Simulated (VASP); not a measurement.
A run of VASP 6.6.1:

The input INCAR:

```
SYSTEM = C
ALGO = Normal
EDIFF = 1E-7
ENCUT = 520
GGA = PE
ISIF = 2
ISMEAR = 0
ISYM = 0
LASPH = .TRUE.
LCHARG = .FALSE.
LREAL = .FALSE.
LWAVE = .FALSE.
NBANDS = 16
NELM = 100
PREC = Accurate
SIGMA = 0.05
```

File KPOINTS:

```
k-points
0
G
  12 12 10
  0 0 0
```

The input POSCAR:

```
C
1.0
    0.0000000000     -1.7857375322     -1.7857375322
   -1.7857375322      0.0000000000     -1.7857375322
    1.7857375322      1.7857375322     -3.5714750644
C
4
Direct
    0.7911508999      0.7294245619      0.7499999764
    0.2088491001      0.2705754381      0.2500000236
    0.4161508999      0.3544245619      0.8749999764
    0.8338491001      0.8955754381      0.3750000236
```

Potentials or basis: VASP PAW PBE potentials, release 64 (C).

Command:

```console
$ cat potpaw_PBE.64/C/POTCAR > POTCAR
$ mpirun -np 1 vasp_std > vasp.out
```

Hardware: 1 thread of AMD EPYC 9R45 96-Core Processor (Zen 5) (shared host).

Problem. Estimate the wall time of this run.

Solution. It took 99 s on 1 thread of AMD EPYC 9R45 96-Core Processor (Zen 5) (shared host), peak memory 0.25 GiB. Counts: scf iterations 11, k points 724.
